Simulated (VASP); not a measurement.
# MgO (P1) in VASP: notebook

MgO is run at these levels: LDA; tasks: single point.

Program: VASP 6.6.1. These are calculated values, not measurements. Logs are shortened: lines on timing, memory, paths and dates and some standing lists are left out, and cuts for length are marked.

## (1) The cell of the first run

The typed cell holds 12 atoms: a = 2.942 Å, b = 2.942 Å, c = 14.434 Å, α = 87.08°, β = 88.54°, γ = 60.00°.

## (2) Single point, LDA

Input file INCAR:

```
SYSTEM = MgO
PREC     = Accurate       ! precision mode
ENCUT    = 520            ! plane-wave cutoff, eV
EDIFF    = 1E-6           ! SCF threshold, eV
ISMEAR   = 0              ! smearing method
SIGMA    = 0.05           ! smearing width, eV
LREAL    = .FALSE.        ! projectors in reciprocal space
LASPH    = .TRUE.         ! aspherical terms in the spheres
NELM     = 80             ! most SCF steps
ALGO     = Normal         ! electronic algorithm
ISIF     = 2              ! what is computed and relaxed
LWAVE    = .FALSE.        ! write WAVECAR
LCHARG   = .FALSE.        ! write CHGCAR
NBANDS   = 36             ! bands
```

Input file KPOINTS:

```
regular mesh
0
G
  9 9 2
  0 0 0
```

Input file POSCAR:

```
MgO
1.0
    2.0806186598     -2.0806186598      0.0000000000
    2.0806186598      0.0000000000     -2.0806186598
    8.8426293040      8.3224746391      7.8023199742
Mg O
6 6
Direct
    1.0000000000     -0.0937500000      0.3750000000
    0.3333333333      0.2812500000      0.2083333333
    0.6666666667      0.5312500000      0.5416666667
    1.0000000000      0.7812500000      0.8750000000
    0.3333333333      0.1562500000      0.7083333333
    0.6666666667      0.6562500000      0.0416666667
    0.6666666667      0.5937500000      0.2916666667
    0.0000000000     -0.0312500000      0.1250000000
    0.3333333333      0.2187500000      0.4583333333
    0.6666666667      0.4687500000      0.7916666667
    1.0000000000      0.8437500000      0.6250000000
    0.3333333333      0.0937500000      0.9583333333
```

Potentials or basis: VASP PAW LDA potentials, release 64 (Mg, O).

On the command line:

```bash
> cat potpaw_LDA.64/Mg/POTCAR potpaw_LDA.64/O/POTCAR > POTCAR
> mpirun -np 1 vasp_std > vasp.out
```

OUTCAR:

```text
SYSTEM = MgO
   PREC = Accurate
   ENCUT = 520
   EDIFF = 1E-6
   ISMEAR = 0
   LREAL = .FALSE.
   LASPH = .TRUE.
   NELM = 80
   ISIF = 2

 ion  position               nearest neighbor table
   1  0.000  0.906  0.375-   7 2.08   9 2.08   7 2.08   9 2.08   7 2.08   9 2.08   2 2.94   3 2.94
                             3 2.94   2 2.94   2 2.94   3 2.94
   2  0.333  0.281  0.208-   8 2.08   8 2.08   8 2.08   7 2.08   7 2.08   7 2.08   6 2.94   6 2.94
                             6 2.94   1 2.94   1 2.94   1 2.94
   3  0.667  0.531  0.542-  11 2.08  11 2.08  11 2.08   9 2.08   9 2.08   9 2.08   5 2.94   5 2.94
                             5 2.94   1 2.94   1 2.94   1 2.94
   4  0.000  0.781  0.875-  10 2.08  12 2.08  10 2.08  12 2.08  10 2.08  12 2.08   6 2.65   5 2.94
                             5 2.94   5 2.94   6 3.03   6 3.37
   5  0.333  0.156  0.708-  11 2.08  11 2.08  11 2.08  10 2.08  10 2.08  10 2.08   3 2.94   3 2.94
                             3 2.94   4 2.94   4 2.94   4 2.94
   6  0.667  0.656  0.042-  12 1.64   8 2.08   8 2.08   8 2.08  12 2.21   4 2.65  12 2.65   2 2.94
                             2 2.94   2 2.94   4 3.03   4 3.37
   7  0.667  0.594  0.292-   1 2.08   1 2.08   1 2.08   2 2.08   2 2.08   2 2.08
   8  0.000  0.969  0.125-   2 2.08   6 2.08   6 2.08   2 2.08   6 2.08   2 2.08
   9  0.333  0.219  0.458-   1 2.08   1 2.08   1 2.08   3 2.08   3 2.08   3 2.08
  10  0.667  0.469  0.792-   4 2.08   4 2.08   4 2.08   5 2.08   5 2.08   5 2.08
  11  0.000  0.844  0.625-   3 2.08   5 2.08   3 2.08   5 2.08   3 2.08   5 2.08
  12  0.333  0.094  0.958-   6 1.64   4 2.08   4 2.08   4 2.08   6 2.21   6 2.65

  LATTYP: Found a base centered monoclinic cell.
 ALAT       =     2.9424391268
 B/A-ratio  =     1.7320508076
 C/A-ratio  =     4.9053542175
 COS(beta)  =    -0.0509647191

  Lattice vectors:

 A1 = (  -2.0806186598,   2.0806186598,  -0.0000000000)
 A2 = (   0.0000000000,  -2.0806186598,   2.0806186598)
 A3 = (   8.8426293040,   8.3224746391,   7.8023199742)

Analysis of symmetry for initial positions (statically):
=====================================================================
 Subroutine PRICEL returns:
 Original cell was already a primitive cell.

 Routine SETGRP: Setting up the symmetry group for a
 base centered monoclinic supercell.

 Subroutine GETGRP returns: Found  1 space group operations
 (whereof  1 operations were pure point group operations)
 out of a pool of  4 trial point group operations.

The static configuration has the point symmetry C_1 .

Analysis of symmetry for dynamics (positions and initial velocities):
=====================================================================
 Subroutine PRICEL returns:
 Original cell was already a primitive cell.

 Routine SETGRP: Setting up the symmetry group for a
 base centered monoclinic supercell.

 Subroutine GETGRP returns: Found  1 space group operations
 (whereof  1 operations were pure point group operations)
 out of a pool of  4 trial point group operations.

The dynamic configuration has the point symmetry C_1 .

 Subroutine INISYM returns: Found  1 space group operations
 (whereof  1 operations are pure point group operations),
 and found     1 'primitive' translations

----------------------------------------------------------------------------------------

                                     Primitive cell

  volume of cell :     108.0833

  direct lattice vectors                    reciprocal lattice vectors
     2.080618660 -2.080618660  0.000000000     0.160208759 -0.320417518  0.160208759
     2.080618660  0.000000000 -2.080618660     0.150195712  0.150195712 -0.330430565
     8.842629304  8.322474639  7.802319974     0.040052190  0.040052190  0.040052190

  length of vectors
     2.942439127  2.942439127 14.433706181     0.392429712  0.392812757  0.069372428

  position of ions in fractional coordinates (direct lattice)
     1.000000000  0.906250000  0.375000000
     0.333333333  0.281250000  0.208333333
     0.666666667  0.531250000  0.541666667
     1.000000000  0.781250000  0.875000000
     0.333333333  0.156250000  0.708333333
     0.666666667  0.656250000  0.041666667
     0.666666667  0.593750000  0.291666667
     1.000000000  0.968750000  0.125000000
     0.333333333  0.218750000  0.458333333
     0.666666667  0.468750000  0.791666667
     1.000000000  0.843750000  0.625000000
     0.333333333  0.093750000  0.958333333

  ion indices of the primitive-cell ions
   primitive index   ion index
                 1           1
                 2           2
[... 25 lines left out ...]

  Length of vectors
     0.043603301  0.043645862  0.034686214

  Shift w.r.t. Gamma in fractional coordinates (k-lattice)
     0.000000000  0.000000000  0.000000000

 Subroutine IBZKPT returns following result:
 ===========================================

 Found     82 irreducible k-points:

 Following reciprocal coordinates:
            Coordinates               Weight
  0.000000  0.000000  0.000000      1.000000
  0.111111  0.000000  0.000000      2.000000
  0.222222  0.000000  0.000000      2.000000
  0.333333  0.000000  0.000000      2.000000
  0.444444  0.000000  0.000000      2.000000
  0.000000  0.111111 -0.000000      2.000000
[... 16 lines left out ...]
  0.333333 -0.222222  0.000000      2.000000
  0.000000  0.333333  0.000000      2.000000
 [... further k-points ...]
   k-points           NKPTS =     82   k-points in BZ     NKDIM =     82   number of bands    NBANDS=     36
   number of dos      NEDOS =    301   number of ions     NIONS =     12
   total plane-waves  NPLWV =  62208
   dimension x,y,z NGX =    24 NGY =   24 NGZ =  108
   dimension x,y,z NGXF=    48 NGYF=   48 NGZF=  216
   ions per type =               6   6
   NGX,Y,Z   is equivalent  to a cutoff of  13.56, 13.56, 12.44 a.u.
   NGXF,Y,Z  is equivalent  to a cutoff of  27.12, 27.12, 24.88 a.u.
 SYSTEM =  MgO
   PREC   = accura    normal or accurate (medium, high low for compatibility)
   ISTART =      0    job   : 0-new  1-cont  2-samecut
   ICHARG =      2    charge: 1-file 2-atom 10-const
   ISPIN  =      1    spin polarized calculation?
   LNONCOLLINEAR =      F non collinear calculations
   LSORBIT =      F    spin-orbit coupling
   LASPH  =      T    aspherical Exc in radial PAW
   ENCUT  =  520.0 eV  38.22 Ry    6.18 a.u.   5.47  5.47 26.84*2*pi/ulx,y,z
   NELM   =     80;   NELMIN=  2; NELMDL= -5     # of ELM steps
   EDIFF  = 0.1E-05   stopping-criterion for ELM
   LREAL  =      F    real-space projection
   EDIFFG = 0.1E-04   stopping-criterion for IOM
   NSW    =      0    number of steps for IOM
   IBRION =     -1    ionic relax: 0-MD 1-quasi-New 2-CG
   NFREE  =      0    steps in history (QN), initial steepest desc. (CG)
   ISIF   =      2    stress and relaxation
   ISYM   =      2    0-nonsym 1-usesym 2-fastsym
   POTIM  = 0.5000    time-step for ionic-motion
   TEBEG  =    0.0;   TEEND  =   0.0 temperature during run
   PSTRESS=    0.0 pullay stress
   NELECT =      48.0000    total number of electrons
   NUPDOWN=      -1.0000    fix difference up-down
   EMIN   =  10.00;   EMAX   =-10.00  energy-range for DOS
   EFERMI =   0.00;   METHOD = LEGACY
   ISMEAR =     0;   SIGMA  =   0.05  broadening in eV -4-tet -1-fermi 0-gaus
   EFERMI_NEDOS =   21; number of points for ismear=-14 and -15
   IALGO  =     38    algorithm
   IMIX   =      4    mixing-type and parameters
     AMIX     =   0.40;   BMIX     =  1.00
     AMIX_MAG =   1.60;   BMIX_MAG =  1.00
  volume/ion in A,a.u.               =       9.01        60.78
  Fermi-wavevector in a.u.,A,eV,Ry     =   1.249019  2.360303 21.225744  1.560048
  Thomas-Fermi vector in A             =   2.383079
   LORBIT       =      0    0 simple, 1 ext, 2 COOP (PROOUT), +10 PAW based schemes
   GGA     = CA    functional components
   LHFCALC =     F    Hartree Fock is set to
   AEXX    =    0.0000 exact exchange contribution
   IVDW    =     0    specifies the selected vdW correction
   LEPSILON=     F    determine dielectric tensor
   LRPA    =     F    only Hartree local field effects (RPA)
 non-spin polarized calculation
 Gauss-broadening in eV      SIGMA  =   0.05
  energy-cutoff  :      520.00
  volume of cell :      108.08
 maximum number of plane-waves:      2963
 NGX is ok and might be reduce to    24
   NGX = 11   NGY = 11   NGZ = 53

 number of electron      47.9999992 magnetization

 Free energy of the ion-electron system (eV)
  ---------------------------------------------------
  ext. energy  EPLUGINS =         0.00000000
  ---------------------------------------------------
  free energy    TOTEN  =       -79.41041798 eV

  energy without entropy =      -79.41041798  energy(sigma->0) =      -79.41041798

 E-fermi :   3.5496     XC(G=0): -11.7530

 val. band max:        3.2929117023   @ k =   0.0000   0.0000   0.0000
 cond. band min:       8.0233069372   @ k =   0.0000   0.0000   0.0000
 fundamental gap:      4.7303952349
 Fermi energy:         3.5495980595

 k-point     1 :       0.0000    0.0000    0.0000
  band No.  band energies     occupation
      1     -14.0638      2.00000
      2     -13.7504      2.00000
      3     -13.7018      2.00000
      4     -13.0249      2.00000
      5     -12.9992      2.00000
      6     -12.5801      2.00000
[... 925 lines left out ...]
     35      15.4054      0.00000
     36      15.5879      0.00000

 [... further k-points ...]

------------------------ aborting loop because EDIFF is reached ----------------------------------------

  FORCE on cell =-STRESS in cart. coord.  units (eV):
  Direction    XX          YY          ZZ          XY          YZ          ZX
  --------------------------------------------------------------------------------------
  -------------------------------------------------------------------------------------
  Total       -0.8546326     -0.6768418      8.4247464     -0.8703669      2.2039747      3.3119967
  in kB      -12.6686791    -10.0331901    124.8845473    -12.9019173     32.6707026     49.0955080
  external PRESSURE =      34.0608927 kB  Pullay stress =       0.0000000 kB

 VOLUME and BASIS-vectors are now :
 -----------------------------------------------------------------------------
  energy-cutoff  :      520.00
  volume of cell :      108.08
      direct lattice vectors                 reciprocal lattice vectors
     2.080618660 -2.080618660  0.000000000     0.160208759 -0.320417518  0.160208759
     2.080618660  0.000000000 -2.080618660     0.150195712  0.150195712 -0.330430565
     8.842629304  8.322474639  7.802319974     0.040052190  0.040052190  0.040052190

 POSITION                                       TOTAL-FORCE (eV/Angst)
 -----------------------------------------------------------------------------------
      5.20155      3.12093      1.04031         0.023922      0.024392      0.024442
      3.12093      1.04031      1.04031         0.041196      0.046032      0.049093
      7.28217      3.12093      3.12093         0.024769      0.024771      0.024818
      9.36278      7.28217      5.20155         0.040902     -0.265407     -0.204824
      7.28217      5.20155      5.20155         0.025421      0.025109      0.024431
      3.12093     -1.04031     -1.04031         1.813002      0.113306      6.523386
      5.20155      1.04031      1.04031        -0.032887     -0.021219     -0.018953
      3.12093      1.04031     -1.04031        -0.194514      0.237228      0.229204
      5.20155      3.12093      3.12093        -0.025052     -0.024635     -0.024543
      9.36278      5.20155      5.20155        -0.009703     -0.016773     -0.032097
      7.28217      5.20155      3.12093        -0.024595     -0.024875     -0.025476
      9.36278      7.28217      7.28217        -1.682462     -0.117931     -6.569481
 -----------------------------------------------------------------------------------
    total drift:                                0.000036      0.000180     -0.000360

  FREE ENERGIE OF THE ION-ELECTRON SYSTEM (eV)
  ---------------------------------------------------
  free  energy   TOTEN  =       -79.4104179785 eV

  energy  without entropy=      -79.4104179785  energy(sigma->0) =      -79.41041798
```

Wall time 2.2 min (1 thread of Intel Xeon 6975P-C (Granite Rapids), shared host); peak memory 0.35 GiB.

Results:

```
Free energy            : -79.4104 eV
Pressure               : 3.4 GPa
Largest force          : 6.783 eV/Å
Band gap on the k mesh : 4.73 eV, direct
```

Forces on the atoms (eV/Å):
```
Mg   0.024  0.024  0.024
Mg   0.041  0.046  0.049
Mg   0.025  0.025  0.025
Mg   0.041 -0.265 -0.205
Mg   0.025  0.025  0.024
Mg   1.813  0.113  6.523
O   -0.033 -0.021 -0.019
O   -0.195  0.237  0.229
O   -0.025 -0.025 -0.025
O   -0.010 -0.017 -0.032
O   -0.025 -0.025 -0.025
O   -1.682 -0.118 -6.569
```

Stress tensor (GPa, compression positive):
```
-1.27 -1.29  4.91
-1.29 -1.00  3.27
 4.91  3.27 12.49
```

Caveat: forces of over 1 eV/Å act on the atoms, so gaps and moduli don't describe the material at rest.

## (3) Single point, LDA

Input file INCAR:

```
SYSTEM = MgO
  ALGO = Normal
  EDIFF = 1E-7
  ENCUT = 520
  GGA = CA
  ISIF = 2
  ISMEAR = 0
  LASPH = .True.
  LCHARG = .True.
  LELF = .True.
  LREAL = .False.
  LVHAR = .True.
  LWAVE = .False.
  NBANDS = 36
  NELM = 100
  PREC = Accurate
  SIGMA = 0.05
```

Input file KPOINTS:

```
k-points
0
Gamma
  9 9 2
  0 0 0
```

Input file POSCAR:

```
MgO
1.0
    2.0806186598     -2.0806186598      0.0000000000
    2.0806186598      0.0000000000     -2.0806186598
    8.5825519716      8.3224746391      8.0623973066
Mg O
6 6
Direct
    1.0000000000     -0.0468750000      0.3750000000
    0.3333333333      0.3072916667      0.2083333333
    0.6666666667      0.5989583333      0.5416666667
    1.0000000000      0.8906250000      0.8750000000
    0.3333333333      0.2447916667      0.7083333333
    0.6666666667      0.6614583333      0.0416666667
    0.6666666667      0.6302083333      0.2916666667
    0.0000000000     -0.0156250000      0.1250000000
    0.3333333333      0.2760416667      0.4583333333
    0.6666666667      0.5677083333      0.7916666667
    1.0000000000      0.9218750000      0.6250000000
    0.3333333333      0.2135416667      0.9583333333
```

Potentials or basis: VASP PAW LDA potentials, release 64 (Mg, O).

On the command line:

```bash
> cat potpaw_LDA.64/Mg/POTCAR potpaw_LDA.64/O/POTCAR > POTCAR
> mpirun -np 1 vasp_std > vasp.out
```

Wall time 3 min (1 thread of Intel Xeon 6975P-C (Granite Rapids), shared host); peak memory 0.36 GiB.

Results (log left out):

```yaml
Free_energy: -80.3837 eV
Pressure: -0.6 GPa
Largest_force: 1.958 eV/Å
Band_gap_on_the_k_mesh: 4.90 eV, direct
```

Forces on the atoms (eV/Å):
```
Mg   0.006  0.007  0.007
Mg   0.009  0.012  0.015
Mg   0.007  0.007  0.007
Mg   0.060 -0.076 -0.101
Mg   0.007  0.007  0.007
Mg  -0.104  0.017  1.904
O   -0.012 -0.006 -0.002
O   -0.132  0.066  0.141
O   -0.007 -0.007 -0.007
O    0.003 -0.005 -0.012
O   -0.007 -0.007 -0.007
O    0.169 -0.016 -1.951
```

Stress tensor (GPa, compression positive):
```
-2.86 -1.21  0.75
-1.21 -1.71  1.78
 0.75  1.78  2.80
```

Levels at points of the mesh, in eV from the valence-band top:
| k point | band 22 | band 23 | band 24 | band 25 | band 26 | band 27 |
| --- | --- | --- | --- | --- | --- | --- |
| (0.00, 0.00, 0.00) | -0.11 | -0.08 | 0.00 | 4.90 | 6.25 | 6.34 |
| (0.00, 0.00, 0.50) | -0.13 | -0.13 | -0.02 | 5.30 | 5.40 | 7.15 |

Caveat: forces of over 1 eV/Å act on the atoms, so gaps and moduli don't describe the material at rest. A k mesh can miss the band edges.

(Part 1 of 2 ends here.)
